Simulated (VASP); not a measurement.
# NaF in VASP: notebook

The runs below take NaF through single point, with LDA.

All numbers are computed with VASP 6.6.1; they aren't measurements. Logs are shortened: lines on timing, memory, paths and dates and some standing lists are left out, and cuts for length are marked.

### 1 The cell of the first run

The structure is tetragonal, space group I4mm (No. 107). The conventional cell has a = 3.286 Å, b = 3.286 Å, c = 4.647 Å, α = 90.00°, β = 90.00°, γ = 90.00°. Na (site symmetry 4mm) has 6 F at 2.22 to 2.42 Å within 2.9 Å. Within 2.9 Å of F (site symmetry 4mm) lie 6 Na at 2.22 to 2.42 Å.

### 2 Single point, LDA (atom 2 (F) moved by (+0.000, -0.100) A along [1 1 0] and z)

File INCAR:

```
SYSTEM = NaF
PREC     = Accurate       ! precision mode
ENCUT    = 520            ! plane-wave cutoff, eV
EDIFF    = 1E-7           ! SCF threshold, eV
ISMEAR   = 0              ! smearing method
SIGMA    = 0.05           ! smearing width, eV
LREAL    = .FALSE.        ! projectors in reciprocal space
LASPH    = .TRUE.         ! aspherical terms in the spheres
NELM     = 80             ! most SCF steps
ALGO     = Normal         ! electronic algorithm
ISIF     = 2              ! what is computed and relaxed
LWAVE    = .FALSE.        ! write WAVECAR
LCHARG   = .FALSE.        ! write CHGCAR
NBANDS   = 14             ! bands
```

File KPOINTS:

```
Automatic mesh
0
G
  4 4 4
  0 0 0
```

File POSCAR:

```
NaF
1.0
    0.0000000000      2.3233000000      2.3233000000
    2.3233000000      0.0000000000      2.3233000000
    2.3233000000      2.3233000000      0.0000000000
Na F
1 1
Direct
    0.0000000000      0.0000000000      0.0000000000
    0.4784788878      0.4784788878      0.5215211122
```

Potentials or basis: VASP PAW LDA potentials, release 64 (Na_pv, F).

Launch:

```console
$ cat potpaw_LDA.64/Na_pv/POTCAR potpaw_LDA.64/F/POTCAR > POTCAR
$ mpirun -np 1 vasp_std > vasp.out
```

OUTCAR:

```text
SYSTEM = NaF
   PREC = Accurate
   ENCUT = 520
   EDIFF = 1E-7
   ISMEAR = 0
   LREAL = .FALSE.
   LASPH = .TRUE.
   NELM = 80
   ISIF = 2

 ion  position               nearest neighbor table
   1  0.000  0.000  0.000-   2 2.22   2 2.33   2 2.33   2 2.33   2 2.33
   2  0.478  0.478  0.522-   1 2.22   1 2.33   1 2.33   1 2.33   1 2.33

  LATTYP: Found a face centered cubic cell.
 ALAT       =     4.6466000000

  Lattice vectors:

 A1 = (   0.0000000000,   2.3233000000,   2.3233000000)
 A2 = (   2.3233000000,   0.0000000000,   2.3233000000)
 A3 = (   2.3233000000,   2.3233000000,   0.0000000000)

Analysis of symmetry for initial positions (statically):
=====================================================================
 Subroutine PRICEL returns:
 Original cell was already a primitive cell.

 Routine SETGRP: Setting up the symmetry group for a
 face centered cubic supercell.

 Subroutine GETGRP returns: Found  8 space group operations
 (whereof  8 operations were pure point group operations)
 out of a pool of 48 trial point group operations.

The static configuration has the point symmetry C_4v.

Analysis of symmetry for dynamics (positions and initial velocities):
=====================================================================
 Subroutine PRICEL returns:
 Original cell was already a primitive cell.

 Routine SETGRP: Setting up the symmetry group for a
 face centered cubic supercell.

 Subroutine GETGRP returns: Found  8 space group operations
 (whereof  8 operations were pure point group operations)
 out of a pool of 48 trial point group operations.

The dynamic configuration has the point symmetry C_4v.

 Subroutine INISYM returns: Found  8 space group operations
 (whereof  8 operations are pure point group operations),
 and found     1 'primitive' translations

----------------------------------------------------------------------------------------

                                     Primitive cell

  volume of cell :      25.0811

  direct lattice vectors                    reciprocal lattice vectors
     0.000000000  2.323300000  2.323300000    -0.215211122  0.215211122  0.215211122
     2.323300000  0.000000000  2.323300000     0.215211122 -0.215211122  0.215211122
     2.323300000  2.323300000  0.000000000     0.215211122  0.215211122 -0.215211122

  length of vectors
     3.285642369  3.285642369  3.285642369     0.372756598  0.372756598  0.372756598

  position of ions in fractional coordinates (direct lattice)
     0.000000000  0.000000000  0.000000000
     0.478478888  0.478478888  0.521521112

  ion indices of the primitive-cell ions
   primitive index   ion index
                 1           1
                 2           2

----------------------------------------------------------------------------------------

 KPOINTS: Automatic mesh

Automatic generation of k-mesh.
 Grid dimensions read from file:
 generate k-points for:    4    4    4

 Generating k-lattice:

  Cartesian coordinates                     Fractional coordinates (reciprocal lattice)
    -0.053802781  0.053802781  0.053802781     0.250000000  0.000000000  0.000000000
     0.053802781 -0.053802781  0.053802781     0.000000000  0.250000000  0.000000000
     0.053802781  0.053802781 -0.053802781     0.000000000  0.000000000  0.250000000

  Length of vectors
     0.093189149  0.093189149  0.093189149

  Shift w.r.t. Gamma in fractional coordinates (k-lattice)
     0.000000000  0.000000000  0.000000000

 Subroutine IBZKPT returns following result:
 ===========================================

 Found     13 irreducible k-points:

 Following reciprocal coordinates:
            Coordinates               Weight
  0.000000  0.000000  0.000000      1.000000
  0.250000  0.000000  0.000000      8.000000
  0.500000  0.000000  0.000000      4.000000
  0.250000  0.250000  0.000000      2.000000
  0.000000  0.250000  0.250000      4.000000
  0.500000  0.250000  0.000000      8.000000
  0.000000  0.500000  0.250000     16.000000
 -0.250000  0.250000  0.000000      4.000000
  0.000000 -0.250000  0.250000      8.000000
  0.500000  0.500000  0.000000      1.000000
  0.000000  0.500000  0.500000      2.000000
 -0.250000  0.500000  0.250000      4.000000
  0.250000 -0.250000  0.500000      2.000000
   k-points           NKPTS =     13   k-points in BZ     NKDIM =     13   number of bands    NBANDS=     14
   number of dos      NEDOS =    301   number of ions     NIONS =      2
   total plane-waves  NPLWV =  13824
   dimension x,y,z NGX =    24 NGY =   24 NGZ =   24
   dimension x,y,z NGXF=    48 NGYF=   48 NGZF=   48
   ions per type =               1   1
   NGX,Y,Z   is equivalent  to a cutoff of  12.14, 12.14, 12.14 a.u.
   NGXF,Y,Z  is equivalent  to a cutoff of  24.29, 24.29, 24.29 a.u.
 SYSTEM =  NaF
   PREC   = accura    normal or accurate (medium, high low for compatibility)
   ISTART =      0    job   : 0-new  1-cont  2-samecut
   ICHARG =      2    charge: 1-file 2-atom 10-const
   ISPIN  =      1    spin polarized calculation?
   LNONCOLLINEAR =      F non collinear calculations
   LSORBIT =      F    spin-orbit coupling
   LASPH  =      T    aspherical Exc in radial PAW
   ENCUT  =  520.0 eV  38.22 Ry    6.18 a.u.   6.11  6.11  6.11*2*pi/ulx,y,z
   NELM   =     80;   NELMIN=  2; NELMDL= -5     # of ELM steps
   EDIFF  = 0.1E-06   stopping-criterion for ELM
   LREAL  =      F    real-space projection
   EDIFFG = 0.1E-05   stopping-criterion for IOM
   NSW    =      0    number of steps for IOM
   IBRION =     -1    ionic relax: 0-MD 1-quasi-New 2-CG
   NFREE  =      0    steps in history (QN), initial steepest desc. (CG)
   ISIF   =      2    stress and relaxation
   ISYM   =      2    0-nonsym 1-usesym 2-fastsym
   POTIM  = 0.5000    time-step for ionic-motion
   TEBEG  =    0.0;   TEEND  =   0.0 temperature during run
   PSTRESS=    0.0 pullay stress
   NELECT =      14.0000    total number of electrons
   NUPDOWN=      -1.0000    fix difference up-down
   EMIN   =  10.00;   EMAX   =-10.00  energy-range for DOS
   EFERMI =   0.00;   METHOD = LEGACY
   ISMEAR =     0;   SIGMA  =   0.05  broadening in eV -4-tet -1-fermi 0-gaus
   EFERMI_NEDOS =   21; number of points for ismear=-14 and -15
   IALGO  =     38    algorithm
   IMIX   =      4    mixing-type and parameters
     AMIX     =   0.40;   BMIX     =  1.00
     AMIX_MAG =   1.60;   BMIX_MAG =  1.00
  volume/ion in A,a.u.               =      12.54        84.63
  Fermi-wavevector in a.u.,A,eV,Ry     =   1.347935  2.547227 24.720809  1.816928
  Thomas-Fermi vector in A             =   2.475645
   LORBIT       =      0    0 simple, 1 ext, 2 COOP (PROOUT), +10 PAW based schemes
   GGA     = CA    functional components
   LHFCALC =     F    Hartree Fock is set to
   AEXX    =    0.0000 exact exchange contribution
   IVDW    =     0    specifies the selected vdW correction
   LEPSILON=     F    determine dielectric tensor
   LRPA    =     F    only Hartree local field effects (RPA)
 non-spin polarized calculation
 Gauss-broadening in eV      SIGMA  =   0.05
  energy-cutoff  :      520.00
  volume of cell :       25.08
 maximum number of plane-waves:       692
   NGX = 13   NGY = 13   NGZ = 13

 number of electron      13.9999979 magnetization

 Free energy of the ion-electron system (eV)
  ---------------------------------------------------
  ext. energy  EPLUGINS =         0.00000000
  ---------------------------------------------------
  free energy    TOTEN  =        -9.28965016 eV

  energy without entropy =       -9.28965016  energy(sigma->0) =       -9.28965016

 E-fermi :  -2.1928     XC(G=0):  -9.9001

 val. band max:       -2.5497251055   @ k =   0.0000   0.0000   0.0000
 cond. band min:       3.3635554143   @ k =   0.0000   0.0000   0.0000
 fundamental gap:      5.9132805198
 Fermi energy:        -2.1928170207

 k-point     1 :       0.0000    0.0000    0.0000
  band No.  band energies     occupation
      1     -21.4058      2.00000
      2     -21.3247      2.00000
      3     -21.3247      2.00000
      4     -21.2130      2.00000
      5      -2.5502      2.00000
      6      -2.5497      2.00000
      7      -2.5497      2.00000
      8       3.3636      0.00000
      9      15.9428      0.00000
     10      15.9587      0.00000
     11      15.9587      0.00000
     12      18.7114      0.00000
     13      20.9483      0.00000
     14      20.9524      0.00000

 k-point     2 :       0.2500    0.0000    0.0000
  band No.  band energies     occupation
      1     -21.8786      2.00000
      2     -21.3324      2.00000
      3     -21.3313      2.00000
      4     -20.6648      2.00000
      5      -3.4816      2.00000
      6      -2.6800      2.00000
      7      -2.6796      2.00000
      8       5.2295      0.00000
      9      12.1120      0.00000
     10      16.6727      0.00000
     11      16.6857      0.00000
     12      19.7015      0.00000
     13      19.7238      0.00000
     14      21.2435      0.00000

 k-point     3 :       0.5000    0.0000    0.0000
  band No.  band energies     occupation
      1     -22.0903      2.00000
      2     -21.3385      2.00000
      3     -21.3377      2.00000
      4     -20.3761      2.00000
      5      -4.1899      2.00000
      6      -2.8069      2.00000
      7      -2.8063      2.00000
      8       7.7878      0.00000
      9       9.4718      0.00000
     10      17.0062      0.00000
     11      17.0118      0.00000
     12      19.8552      0.00000
     13      19.8958      0.00000
     14      20.6065      0.00000

 k-point     4 :       0.2500    0.2500    0.0000
  band No.  band energies     occupation
      1     -21.7831      2.00000
      2     -21.3522      2.00000
      3     -21.3522      2.00000
      4     -20.7369      2.00000
      5      -3.4847      2.00000
      6      -2.7675      2.00000
      7      -2.7675      2.00000
      8       5.7838      0.00000
      9      11.9629      0.00000
     10      16.0329      0.00000
     11      16.3432      0.00000
     12      16.3432      0.00000
     13      22.5359      0.00000
     14      23.3443      0.00000

 k-point     5 :       0.0000    0.2500    0.2500
  band No.  band energies     occupation
      1     -21.7717      2.00000
      2     -21.3552      2.00000
      3     -21.3520      2.00000
      4     -20.7462      2.00000
      5      -3.4865      2.00000
      6      -2.7704      2.00000
      7      -2.7662      2.00000
      8       5.7942      0.00000
      9      11.9818      0.00000
     10      15.7484      0.00000
     11      16.3209      0.00000
[... 89 lines left out ...]
 k-point    11 :       0.0000    0.5000    0.5000
  band No.  band energies     occupation
      1     -21.4711      2.00000
      2     -21.4259      2.00000
      3     -21.3797      2.00000
      4     -20.9814      2.00000
      5      -3.8632      2.00000
      6      -2.9680      2.00000
      7      -2.9612      2.00000
      8      10.1382      0.00000
      9      10.2925      0.00000
     10      10.5755      0.00000
     11      16.6481      0.00000
     12      16.7402      0.00000
     13      20.9002      0.00000
     14      25.7258      0.00000

 k-point    12 :      -0.2500    0.5000    0.2500
  band No.  band energies     occupation
      1     -21.7121      2.00000
      2     -21.4253      2.00000
      3     -21.4204      2.00000
      4     -20.6628      2.00000
      5      -3.4478      2.00000
      6      -3.4435      2.00000
      7      -3.1361      2.00000
      8      10.1603      0.00000
      9      10.1963      0.00000
     10      12.1942      0.00000
     11      13.8629      0.00000
     12      20.3850      0.00000
     13      20.4226      0.00000
     14      23.8074      0.00000

 k-point    13 :       0.2500   -0.2500    0.5000
  band No.  band energies     occupation
      1     -21.7056      2.00000
      2     -21.4251      2.00000
      3     -21.4251      2.00000
      4     -20.6641      2.00000
      5      -3.4505      2.00000
      6      -3.4505      2.00000
      7      -3.1353      2.00000
      8      10.2063      0.00000
      9      10.2063      0.00000
     10      12.0466      0.00000
     11      14.0202      0.00000
     12      20.3660      0.00000
     13      20.3660      0.00000
     14      23.7850      0.00000

------------------------ aborting loop because EDIFF is reached ----------------------------------------

  FORCE on cell =-STRESS in cart. coord.  units (eV):
  Direction    XX          YY          ZZ          XY          YZ          ZX
  --------------------------------------------------------------------------------------
  -------------------------------------------------------------------------------------
  Total       -0.7448932     -0.7448932     -0.5817511      0.0000000      0.0000000      0.0000000
  in kB      -47.5837530    -47.5837530    -37.1622445      0.0000000      0.0000000      0.0000000
  external PRESSURE =     -44.1099168 kB  Pullay stress =       0.0000000 kB

 VOLUME and BASIS-vectors are now :
 -----------------------------------------------------------------------------
  energy-cutoff  :      520.00
  volume of cell :       25.08
      direct lattice vectors                 reciprocal lattice vectors
     0.000000000  2.323300000  2.323300000    -0.215211122  0.215211122  0.215211122
     2.323300000  0.000000000  2.323300000     0.215211122 -0.215211122  0.215211122
     2.323300000  2.323300000  0.000000000     0.215211122  0.215211122 -0.215211122

 POSITION                                       TOTAL-FORCE (eV/Angst)
 -----------------------------------------------------------------------------------
      0.00000      0.00000      0.00000         0.000000      0.000000     -0.199088
      2.32330      2.32330      2.22330         0.000000      0.000000      0.199088
 -----------------------------------------------------------------------------------
    total drift:                                0.000001      0.000001     -0.000365

  FREE ENERGIE OF THE ION-ELECTRON SYSTEM (eV)
  ---------------------------------------------------
  free  energy   TOTEN  =        -9.2896501644 eV

  energy  without entropy=       -9.2896501644  energy(sigma->0) =       -9.28965016
```

Run time: 2.2 s. Hardware: 1 thread of Intel Xeon 6975P-C, shared host; peak memory 0.12 GiB.

Results:

- Free energy: -9.2897 eV
- Pressure: -4.4 GPa
- Largest force: 0.199 eV/Å
- Band gap on the k mesh: 5.91 eV, direct

Forces in eV/Å, atoms in the order of the input:
```
Na   0.000  0.000 -0.199
F    0.000  0.000  0.199
```

Stress tensor (GPa, compression positive):
```
-4.76  0.00  0.00
 0.00 -4.76  0.00
 0.00  0.00 -3.72
```

Levels at points of the mesh, in eV from the valence-band top:
```tsv
k point	band 3	band 4	band 5	band 6	band 7	band 8	band 9	band 10	band 11	band 12
(0.00, 0.00, 0.00)	-18.77	-18.66	0.00	0.00	0.00	5.91	18.49	18.51	18.51	21.26
(0.50, 0.00, 0.00)	-18.79	-17.83	-1.64	-0.26	-0.26	10.34	12.02	19.56	19.56	22.40
(0.50, 0.50, 0.00)	-18.83	-18.41	-1.31	-0.41	-0.41	12.58	12.82	13.23	19.22	19.22
(0.00, 0.50, 0.50)	-18.83	-18.43	-1.31	-0.42	-0.41	12.69	12.84	13.13	19.20	19.29
```

Caveat: the k points lie up to 0.59 Å⁻¹ apart; the cell differs from its parent crystal (atom 2 (F) moved by (+0.000, -0.100) A along [1 1 0] and z).

### 3 Single point, LDA (atom 2 (F) moved by (-0.100, +0.000) A along [1 1 0] and z)

File INCAR:

```
SYSTEM = NaF
ALGO = Normal
EDIFF = 1E-6
ENCUT = 520
ISIF = 2
ISMEAR = 0
LASPH = .TRUE.
LCHARG = .TRUE.
LELF = .TRUE.
LREAL = .FALSE.
LVHAR = .TRUE.
LWAVE = .FALSE.
NBANDS = 14
NELM = 60
PREC = Accurate
SIGMA = 0.05
```

File KPOINTS:

```
k-points
0
G
  4 4 4
  0 0 0
```

POSCAR: that of step 2 with these lines changed.

```diff
@@ -9,2 +9,2 @@
     0.0000000000      0.0000000000      0.0000000000
-    0.4784788878      0.4784788878      0.5215211122
+    0.5000000000      0.5000000000      0.4695645512
```

Potentials or basis: VASP PAW LDA potentials, release 64 (Na_pv, F).

Launch:

```console
$ cat potpaw_LDA.64/Na_pv/POTCAR potpaw_LDA.64/F/POTCAR > POTCAR
$ mpirun -np 1 vasp_std > vasp.out
```

Wall time 2.9 s (1 thread of Intel Xeon 6975P-C, shared host); peak memory 0.12 GiB.

The run converged. Its results:

```yaml
Free_energy: -9.2899 eV
Pressure: -4.4 GPa
Largest_force: 0.189 eV/Å
Band_gap_on_the_k_mesh: 5.91 eV, direct
```

Forces on the atoms (eV/Å):
```
Na  -0.134 -0.134  0.000
F    0.134  0.134  0.000
```

Stress tensor (GPa, compression positive):
```
-4.27 -0.09  0.00
-0.09 -4.27  0.00
 0.00  0.00 -4.79
```

Levels at points of the mesh, in eV from the valence-band top:
```csv
k point,band 4,band 5,band 6,band 7,band 8,band 9,band 10,band 11
"(0.00, 0.00, 0.00)",-18.67,0.00,0.00,0.00,5.91,18.48,18.51,18.52
"(0.50, 0.00, 0.00)",-17.82,-1.64,-0.26,-0.25,10.33,12.01,19.53,19.56
"(0.00, 0.00, 0.50)",-17.83,-1.64,-0.26,-0.26,10.34,12.02,19.55,19.59
"(0.50, 0.50, 0.00)",-18.43,-1.32,-0.42,-0.42,12.69,12.84,13.12,19.20
"(0.00, 0.50, 0.50)",-18.43,-1.31,-0.42,-0.41,12.63,12.83,13.18,19.21
```

Caveat: the k points lie up to 0.59 Å⁻¹ apart; the cell differs from its parent crystal (atom 2 (F) moved by (-0.100, +0.000) A along [1 1 0] and z).
